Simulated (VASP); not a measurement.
# HfGe3 (Pm-3m) in VASP: further runs

HfGe3 is run at these levels: PBE; tasks: single point.

Program: VASP 6.6.1. These are calculated values, not measurements. Logs are shortened: lines on timing, memory, paths and dates and some standing lists are left out, and cuts for length are marked.

## 1. The cell of the first run

It takes space group Pm-3m (No. 221, cubic). Conventional cell: a = 4.111 Å, b = 4.111 Å, c = 4.111 Å, α = 90.00°, β = 90.00°, γ = 90.00°. Hf (site symmetry m-3m) has 12 Ge at 2.91 Å within 3.8 Å. Ge (site symmetry 4/mmm) has 4 Hf at 2.91 Å and 8 Ge at 2.91 Å within 3.8 Å.

## 2. Single point, PBE (17.37 Å³/atom)

INCAR

```
SYSTEM = HfGe3
PREC = Accurate
ENCUT = 520
EDIFF = 1E-6
ISMEAR = 0
SIGMA = 0.05
LREAL = .False.
LASPH = .True.
NELM = 80
ALGO = Normal
ISIF = 2
LWAVE = .False.
LCHARG = .False.
GGA = PE
NBANDS = 34
```

KPOINTS

```
regular mesh
0
Gamma
  8 8 8
  0 0 0
```

POSCAR

```
HfGe3
1.0
    4.1111317400      0.0000000000      0.0000000000
    0.0000000000      4.1111317400      0.0000000000
    0.0000000000      0.0000000000      4.1111317400
Hf Ge
1 3
Direct
    0.0000000000      0.0000000000      0.0000000000
    0.0000000000      0.5000000000      0.5000000000
    0.5000000000      0.5000000000      0.0000000000
    0.5000000000      0.0000000000      0.5000000000
```

Potentials or basis: VASP PAW PBE potentials, release 64 (Hf_pv, Ge_d).

Run with:

```bash
> cat potpaw_PBE.64/Hf_pv/POTCAR potpaw_PBE.64/Ge_d/POTCAR > POTCAR
> mpirun -np 1 vasp_std > vasp.out
```

OUTCAR:

```text
SYSTEM = HfGe3
   PREC = Accurate
   ENCUT = 520
   EDIFF = 1E-6
   ISMEAR = 0
   LREAL = .False.
   LASPH = .True.
   NELM = 80
   ISIF = 2
   GGA = PE

 ion  position               nearest neighbor table
   1  0.000  0.000  0.000-   2 2.91   3 2.91   4 2.91   2 2.91   4 2.91   2 2.91   3 2.91   2 2.91
                             3 2.91   4 2.91   4 2.91   3 2.91
   2  0.000  0.500  0.500-   1 2.91   3 2.91   4 2.91   1 2.91   3 2.91   1 2.91   4 2.91   1 2.91
                             3 2.91   4 2.91   3 2.91   4 2.91
   3  0.500  0.500  0.000-   1 2.91   2 2.91   4 2.91   2 2.91   4 2.91   1 2.91   4 2.91   4 2.91
                             1 2.91   2 2.91   2 2.91   1 2.91
   4  0.500  0.000  0.500-   1 2.91   2 2.91   3 2.91   1 2.91   3 2.91   2 2.91   3 2.91   3 2.91
                             1 2.91   2 2.91   1 2.91   2 2.91

  LATTYP: Found a simple cubic cell.
 ALAT       =     4.1111317400

  Lattice vectors:

 A1 = (   4.1111317400,   0.0000000000,   0.0000000000)
 A2 = (   0.0000000000,   4.1111317400,   0.0000000000)
 A3 = (   0.0000000000,   0.0000000000,   4.1111317400)

Analysis of symmetry for initial positions (statically):
=====================================================================
 Subroutine PRICEL returns:
 Original cell was already a primitive cell.

 Routine SETGRP: Setting up the symmetry group for a
 simple cubic supercell.

 Subroutine GETGRP returns: Found 48 space group operations
 (whereof 48 operations were pure point group operations)
 out of a pool of 48 trial point group operations.

The static configuration has the point symmetry O_h .

Analysis of symmetry for dynamics (positions and initial velocities):
=====================================================================
 Subroutine PRICEL returns:
 Original cell was already a primitive cell.

 Routine SETGRP: Setting up the symmetry group for a
 simple cubic supercell.

 Subroutine GETGRP returns: Found 48 space group operations
 (whereof 48 operations were pure point group operations)
 out of a pool of 48 trial point group operations.

The dynamic configuration has the point symmetry O_h .

 Subroutine INISYM returns: Found 48 space group operations
 (whereof 48 operations are pure point group operations),
 and found     1 'primitive' translations

----------------------------------------------------------------------------------------

                                     Primitive cell

[... 94 lines left out ...]
   EDIFF  = 0.1E-05   stopping-criterion for ELM
   LREAL  =      F    real-space projection
   EDIFFG = 0.1E-04   stopping-criterion for IOM
   NSW    =      0    number of steps for IOM
   IBRION =     -1    ionic relax: 0-MD 1-quasi-New 2-CG
   NFREE  =      0    steps in history (QN), initial steepest desc. (CG)
   ISIF   =      2    stress and relaxation
   ISYM   =      2    0-nonsym 1-usesym 2-fastsym
   POTIM  = 0.5000    time-step for ionic-motion
   TEBEG  =    0.0;   TEEND  =   0.0 temperature during run
   PSTRESS=    0.0 pullay stress
   NELECT =      52.0000    total number of electrons
   NUPDOWN=      -1.0000    fix difference up-down
   EMIN   =  10.00;   EMAX   =-10.00  energy-range for DOS
   EFERMI =   0.00;   METHOD = LEGACY
   ISMEAR =     0;   SIGMA  =   0.05  broadening in eV -4-tet -1-fermi 0-gaus
   EFERMI_NEDOS =   21; number of points for ismear=-14 and -15
   IALGO  =     38    algorithm
   IMIX   =      4    mixing-type and parameters
     AMIX     =   0.40;   BMIX     =  1.00
     AMIX_MAG =   1.60;   BMIX_MAG =  1.00
  volume/ion in A,a.u.               =      17.37       117.23
  Fermi-wavevector in a.u.,A,eV,Ry     =   1.486328  2.808752 30.057580  2.209170
  Thomas-Fermi vector in A             =   2.599628
   LORBIT       =      0    0 simple, 1 ext, 2 COOP (PROOUT), +10 PAW based schemes
   GGA     = PE    functional components
   LHFCALC =     F    Hartree Fock is set to
   AEXX    =    0.0000 exact exchange contribution
   IVDW    =     0    specifies the selected vdW correction
   LEPSILON=     F    determine dielectric tensor
   LRPA    =     F    only Hartree local field effects (RPA)
 non-spin polarized calculation
 Gauss-broadening in eV      SIGMA  =   0.05
  energy-cutoff  :      520.00
  volume of cell :       69.48
 maximum number of plane-waves:      1888
 NGX is ok and might be reduce to    32
   NGX = 15   NGY = 15   NGZ = 15

 number of electron      52.0000000 magnetization

 Free energy of the ion-electron system (eV)
  ---------------------------------------------------
  ext. energy  EPLUGINS =         0.00000000
  ---------------------------------------------------
  free energy    TOTEN  =       -23.60057245 eV

  energy without entropy =      -23.59805983  energy(sigma->0) =      -23.59931614

 E-fermi :   8.0550     XC(G=0): -11.9329

 val. band max:        8.0426434189   @ k =   0.1250   0.0000   0.0000
 cond. band min:       8.0981388217   @ k =   0.3750   0.1250   0.1250
 fundamental gap:      0.0554954028
 Fermi energy:         8.0550177577

 k-point     1 :       0.0000    0.0000    0.0000
  band No.  band energies     occupation
      1     -23.6682      2.00000
      2     -23.6682      2.00000
      3     -23.6682      2.00000
      4     -16.9863      2.00000
      5     -16.9750      2.00000
      6     -16.9750      2.00000
[... 877 lines left out ...]
     33      13.5422      0.00000
     34      14.5294      0.00000

 [... further k-points ...]

------------------------ aborting loop because EDIFF is reached ----------------------------------------

  FORCE on cell =-STRESS in cart. coord.  units (eV):
  Direction    XX          YY          ZZ          XY          YZ          ZX
  --------------------------------------------------------------------------------------
  -------------------------------------------------------------------------------------
  Total        2.4023004      2.4023004      2.4023004     -0.0000000     -0.0000000      0.0000000
  in kB       55.3928499     55.3928499     55.3928499     -0.0000000     -0.0000000      0.0000000
  external PRESSURE =      55.3928499 kB  Pullay stress =       0.0000000 kB

 VOLUME and BASIS-vectors are now :
 -----------------------------------------------------------------------------
  energy-cutoff  :      520.00
  volume of cell :       69.48
      direct lattice vectors                 reciprocal lattice vectors
     4.111131740  0.000000000  0.000000000     0.243242023  0.000000000  0.000000000
     0.000000000  4.111131740  0.000000000     0.000000000  0.243242023  0.000000000
     0.000000000  0.000000000  4.111131740     0.000000000  0.000000000  0.243242023

 POSITION                                       TOTAL-FORCE (eV/Angst)
 -----------------------------------------------------------------------------------
      0.00000      0.00000      0.00000         0.000000      0.000000      0.000000
      0.00000      2.05557      2.05557         0.000000      0.000000      0.000000
      2.05557      2.05557      0.00000         0.000000      0.000000      0.000000
      2.05557      0.00000      2.05557         0.000000      0.000000      0.000000
 -----------------------------------------------------------------------------------
    total drift:                                0.000000     -0.000000     -0.000000

  FREE ENERGIE OF THE ION-ELECTRON SYSTEM (eV)
  ---------------------------------------------------
  free  energy   TOTEN  =       -23.6005724487 eV

  energy  without entropy=      -23.5980598316  energy(sigma->0) =      -23.59931614
```

OSZICAR:

```text
N       E                     dE             d eps       ncg     rms          rms(c)
DAV:   1     0.419800588990E+03    0.41980E+03   -0.25537E+04  2996   0.409E+03
DAV:   2     0.436352536586E+02   -0.37617E+03   -0.36459E+03  2380   0.728E+02
DAV:   3    -0.215961978902E+02   -0.65231E+02   -0.64259E+02  2744   0.188E+02
DAV:   4    -0.244792360783E+02   -0.28830E+01   -0.28647E+01  2828   0.437E+01
DAV:   5    -0.245399875109E+02   -0.60751E-01   -0.60705E-01  2800   0.670E+00    0.356E+01
DAV:   6    -0.236897658488E+02    0.85022E+00   -0.21817E+00  3212   0.517E+00    0.230E+01
DAV:   7    -0.236019707152E+02    0.87795E-01   -0.49484E-01  2880   0.599E+00    0.472E+00
DAV:   8    -0.236030306201E+02   -0.10599E-02   -0.46153E-02  2592   0.202E+00    0.111E+00
DAV:   9    -0.236007078810E+02    0.23227E-02   -0.12306E-02  3082   0.124E+00    0.517E-01
DAV:  10    -0.236005734498E+02    0.13443E-03   -0.96825E-04  2860   0.332E-01    0.412E-02
DAV:  11    -0.236005717622E+02    0.16876E-05   -0.56613E-05  2988   0.804E-02    0.407E-02
DAV:  12    -0.236005730163E+02   -0.12541E-05   -0.65062E-06  2600   0.196E-02    0.191E-02
DAV:  13    -0.236005724487E+02    0.56756E-06   -0.12512E-06  1766   0.697E-03
   1 F= -.23600572E+02 E0= -.23599316E+02  d E =-.251262E-02
```

Run time: 56 s. Hardware: 1 thread of Intel Xeon 6975P-C (Granite Rapids), shared host; peak memory 0.21 GiB.

What came out:

| Item | Value |
| --- | --- |
| Free energy | -23.6006 eV |
| Pressure | 5.5 GPa |
| Band gap on the k mesh | zero (bands 26 and 27 overlap by 1.71 eV) |

Levels at points of the mesh, in eV from the Fermi level:
| k point | band 23 | band 24 | band 25 | band 26 | band 27 | band 28 | band 29 | band 30 |
| --- | --- | --- | --- | --- | --- | --- | --- | --- |
| (0.00, 0.00, 0.00) | -4.11 | -4.11 | 0.37 | 0.37 | 0.37 | 0.57 | 1.62 | 1.62 |
| (0.50, 0.00, 0.00) | -4.07 | -3.51 | -0.88 | -0.88 | -0.60 | 0.29 | 0.62 | 2.10 |
| (0.50, 0.50, 0.00) | -2.79 | -2.79 | -1.22 | -0.57 | 0.34 | 0.34 | 0.87 | 1.28 |
| (0.50, 0.50, 0.50) | -4.96 | -4.96 | -4.96 | -0.59 | 1.87 | 1.87 | 3.18 | 3.18 |

Caveat: the cell stands under pressure; spin-orbit coupling is left out, which moves the levels of the heavy elements.

## 3. Single point, PBE (17.65 Å³/atom)

This run uses another cell than the first one, of 17.65 Å³/atom.

INCAR

```
PREC = Accurate
ENCUT = 520
EDIFF = 1E-6
ISMEAR = 0
SIGMA = 0.05
LREAL = False
LASPH = True
NELM = 60
ALGO = Normal
ISIF = 2
LWAVE = False
LCHARG = True
GGA = PE
LELF = True
LVHAR = True
NBANDS = 34
```

KPOINTS

```
regular mesh
0
Gamma
  8 8 8
```

POSCAR

```
HfGe3
1.0
    4.1327696740      0.0000000000      0.0000000000
    0.0000000000      4.1327696740      0.0000000000
    0.0000000000      0.0000000000      4.1327696740
Hf Ge
1 3
Direct
    0.0000000000      0.0000000000      0.0000000000
    0.0000000000      0.5000000000      0.5000000000
    0.5000000000      0.5000000000      0.0000000000
    0.5000000000      0.0000000000      0.5000000000
```

Potentials or basis: VASP PAW PBE potentials, release 64 (Hf_pv, Ge_d).

Run with:

```bash
> cat potpaw_PBE.64/Hf_pv/POTCAR potpaw_PBE.64/Ge_d/POTCAR > POTCAR
> mpirun -np 1 vasp_std > vasp.out
```

OUTCAR:

```text
PREC = Accurate
   ENCUT = 520
   EDIFF = 1E-6
   ISMEAR = 0
   LREAL = False
   LASPH = True
   NELM = 60
   ISIF = 2
   GGA = PE

 ion  position               nearest neighbor table
   1  0.000  0.000  0.000-   2 2.92   3 2.92   4 2.92   2 2.92   4 2.92   2 2.92   3 2.92   2 2.92
                             3 2.92   4 2.92   4 2.92   3 2.92
   2  0.000  0.500  0.500-   1 2.92   1 2.92   1 2.92   1 2.92
   3  0.500  0.500  0.000-   1 2.92   1 2.92   1 2.92   1 2.92
   4  0.500  0.000  0.500-   1 2.92   1 2.92   1 2.92   1 2.92
[... 1089 lines left out ...]
  Direction    XX          YY          ZZ          XY          YZ          ZX
  --------------------------------------------------------------------------------------
  -------------------------------------------------------------------------------------
  Total        1.6629890      1.6629890      1.6629890     -0.0000000     -0.0000000      0.0000000
  in kB       37.7464706     37.7464706     37.7464706     -0.0000000     -0.0000000      0.0000000
  external PRESSURE =      37.7464706 kB  Pullay stress =       0.0000000 kB

 VOLUME and BASIS-vectors are now :
 -----------------------------------------------------------------------------
  energy-cutoff  :      520.00
  volume of cell :       70.59
      direct lattice vectors                 reciprocal lattice vectors
     4.132769674  0.000000000  0.000000000     0.241968481  0.000000000  0.000000000
     0.000000000  4.132769674  0.000000000     0.000000000  0.241968481  0.000000000
     0.000000000  0.000000000  4.132769674     0.000000000  0.000000000  0.241968481

 POSITION                                       TOTAL-FORCE (eV/Angst)
 -----------------------------------------------------------------------------------
      0.00000      0.00000      0.00000         0.000000      0.000000      0.000000
      0.00000      2.06638      2.06638         0.000000      0.000000      0.000000
      2.06638      2.06638      0.00000         0.000000      0.000000      0.000000
      2.06638      0.00000      2.06638         0.000000      0.000000      0.000000
 -----------------------------------------------------------------------------------
    total drift:                                0.000000     -0.000000     -0.000000

  FREE ENERGIE OF THE ION-ELECTRON SYSTEM (eV)
  ---------------------------------------------------
  free  energy   TOTEN  =       -23.6328766354 eV

  energy  without entropy=      -23.6304127143  energy(sigma->0) =      -23.63164467
```

It took 64 s on 1 thread of Intel Xeon 6975P-C (Granite Rapids), shared host; peak memory 0.21 GiB.

Results:

```yaml
Free_energy: -23.6329 eV
Pressure: 3.8 GPa
Band_gap_on_the_k_mesh: zero (bands 26 and 27 overlap by 1.68 eV)
```

Caveat: the cell stands under pressure; spin-orbit coupling is left out, which moves the levels of the heavy elements.

## 4. Single point, PBE

This run uses another cell than the first one, of 17.76 Å³/atom.

INCAR

```
SYSTEM = HfGe3
PREC = Accurate
ENCUT = 520
EDIFF = 1E-6
ISMEAR = 0
SIGMA = 0.05
LREAL = .FALSE.
LASPH = .TRUE.
NELM = 100
ALGO = Normal
ISIF = 2
LWAVE = .FALSE.
LCHARG = .FALSE.
GGA = PE
NBANDS = 34
```

KPOINTS

```
regular mesh
0
G
  8 8 8
  0 0 0
```

POSCAR

```
HfGe3
1.0
    4.1417895443      0.0000000000      0.0000000000
    0.0000000000      4.1417895443      0.0000000000
    0.0000000000      0.0000000000      4.1417895443
Hf Ge
1 3
Direct
    0.0000000000      0.0000000000      0.0000000000
    0.0000000000      0.5000000000      0.5000000000
    0.5000000000      0.5000000000      0.0000000000
    0.5000000000      0.0000000000      0.5000000000
```

Potentials or basis: VASP PAW PBE potentials, release 64 (Hf_pv, Ge_d).

Run with:

```bash
> cat potpaw_PBE.64/Hf_pv/POTCAR potpaw_PBE.64/Ge_d/POTCAR > POTCAR
> mpirun -np 1 vasp_std > vasp.out
```

OUTCAR:

```text
SYSTEM = HfGe3
   PREC = Accurate
   ENCUT = 520
   EDIFF = 1E-6
   ISMEAR = 0
   LREAL = .FALSE.
   LASPH = .TRUE.
   NELM = 100
   ISIF = 2
   GGA = PE

 ion  position               nearest neighbor table
   1  0.000  0.000  0.000-   2 2.93   3 2.93   4 2.93   2 2.93   4 2.93   2 2.93   3 2.93   2 2.93
                             3 2.93   4 2.93   4 2.93   3 2.93
   2  0.000  0.500  0.500-   1 2.93   1 2.93   1 2.93   1 2.93
   3  0.500  0.500  0.000-   1 2.93   1 2.93   1 2.93   1 2.93
   4  0.500  0.000  0.500-   1 2.93   1 2.93   1 2.93   1 2.93

  LATTYP: Found a simple cubic cell.
 ALAT       =     4.1417895443

  Lattice vectors:

 A1 = (   4.1417895443,   0.0000000000,   0.0000000000)
 A2 = (   0.0000000000,   4.1417895443,   0.0000000000)
 A3 = (   0.0000000000,   0.0000000000,   4.1417895443)

Analysis of symmetry for initial positions (statically):
=====================================================================
 Subroutine PRICEL returns:
 Original cell was already a primitive cell.

 Routine SETGRP: Setting up the symmetry group for a
 simple cubic supercell.

 Subroutine GETGRP returns: Found 48 space group operations
[... 171 lines left out ...]

 val. band max:        7.7908174870   @ k =   0.5000   0.3750   0.0000
 cond. band min:       7.8613190213   @ k =   0.3750   0.1250   0.1250
 fundamental gap:      0.0705015343
 Fermi energy:         7.8087741260

 k-point     1 :       0.0000    0.0000    0.0000
  band No.  band energies     occupation
      1     -23.9533      2.00000
      2     -23.9533      2.00000
      3     -23.9533      2.00000
      4     -17.2059      2.00000
      5     -17.1939      2.00000
      6     -17.1939      2.00000
[... 877 lines left out ...]
     33      13.1969      0.00000
     34      14.1405      0.00000

 [... further k-points ...]

------------------------ aborting loop because EDIFF is reached ----------------------------------------

  FORCE on cell =-STRESS in cart. coord.  units (eV):
  Direction    XX          YY          ZZ          XY          YZ          ZX
  --------------------------------------------------------------------------------------
  -------------------------------------------------------------------------------------
  Total        1.3630592      1.3630592      1.3630592      0.0000000     -0.0000000      0.0000000
  in kB       30.7369819     30.7369819     30.7369819      0.0000000     -0.0000000      0.0000000
  external PRESSURE =      30.7369819 kB  Pullay stress =       0.0000000 kB

 VOLUME and BASIS-vectors are now :
 -----------------------------------------------------------------------------
  energy-cutoff  :      520.00
  volume of cell :       71.05
      direct lattice vectors                 reciprocal lattice vectors
     4.141789544  0.000000000  0.000000000     0.241441529  0.000000000  0.000000000
     0.000000000  4.141789544  0.000000000     0.000000000  0.241441529  0.000000000
     0.000000000  0.000000000  4.141789544     0.000000000  0.000000000  0.241441529

 POSITION                                       TOTAL-FORCE (eV/Angst)
 -----------------------------------------------------------------------------------
      0.00000      0.00000      0.00000         0.000000      0.000000      0.000000
      0.00000      2.07089      2.07089         0.000000      0.000000      0.000000
      2.07089      2.07089      0.00000         0.000000      0.000000      0.000000
      2.07089      0.00000      2.07089         0.000000      0.000000      0.000000
 -----------------------------------------------------------------------------------
    total drift:                                0.000000     -0.000000     -0.000000

  FREE ENERGIE OF THE ION-ELECTRON SYSTEM (eV)
  ---------------------------------------------------
  free  energy   TOTEN  =       -23.6428921475 eV

  energy  without entropy=      -23.6404194461  energy(sigma->0) =      -23.64165580
```

OSZICAR:

```text
N       E                     dE             d eps       ncg     rms          rms(c)
DAV:   1     0.428359598868E+03    0.42836E+03   -0.25149E+04  2970   0.404E+03
DAV:   2     0.462663880870E+02   -0.38209E+03   -0.36997E+03  2380   0.735E+02
DAV:   3    -0.214331987043E+02   -0.67700E+02   -0.66661E+02  2706   0.190E+02
DAV:   4    -0.245529957049E+02   -0.31198E+01   -0.30967E+01  2826   0.448E+01
DAV:   5    -0.246213958801E+02   -0.68400E-01   -0.68297E-01  2830   0.701E+00    0.344E+01
DAV:   6    -0.237308242060E+02    0.89057E+00   -0.23482E+00  3182   0.519E+00    0.224E+01
DAV:   7    -0.236433463160E+02    0.87478E-01   -0.47456E-01  2850   0.591E+00    0.506E+00
DAV:   8    -0.236455527234E+02   -0.22064E-02   -0.45717E-02  2660   0.197E+00    0.108E+00
DAV:   9    -0.236429906953E+02    0.25620E-02   -0.12194E-02  3046   0.127E+00    0.436E-01
DAV:  10    -0.236428970957E+02    0.93600E-04   -0.88674E-04  2820   0.330E-01    0.350E-02
DAV:  11    -0.236428913301E+02    0.57656E-05   -0.51851E-05  3040   0.853E-02    0.268E-02
DAV:  12    -0.236428923756E+02   -0.10455E-05   -0.35375E-06  2342   0.175E-02    0.859E-03
DAV:  13    -0.236428921475E+02    0.22815E-06   -0.47982E-07  1396   0.488E-03
   1 F= -.23642892E+02 E0= -.23641656E+02  d E =-.247270E-02
```

stdout:

```text
POSCAR found type information on POSCAR HfGe
 POSCAR found :  2 types and       4 ions
 scaLAPACK will be used
 LDA part: xc-table for (Slater+PW92), standard interpolation
 POSCAR, INCAR and KPOINTS ok, starting setup
 FFT: planning ... GRIDC
 FFT: planning ... GRID_SOFT
 FFT: planning ... GRID
 WAVECAR not read
 entering main loop
```

Wall time 47 s (1 thread of Intel Xeon 6975P-C (Granite Rapids), shared host); peak memory 0.21 GiB.

What came out:

| Quantity | Value |
| --- | --- |
| Free energy | -23.6429 eV |
| Pressure | 3.1 GPa |
| Band gap on the k mesh | zero (bands 26 and 27 overlap by 1.66 eV) |

Caveat: the cell stands under pressure; spin-orbit coupling is left out, which moves the levels of the heavy elements.

(Continued in part 2 of 2.)

The gap in the log of VASP goes by the Fermi energy; the results here count the filled bands.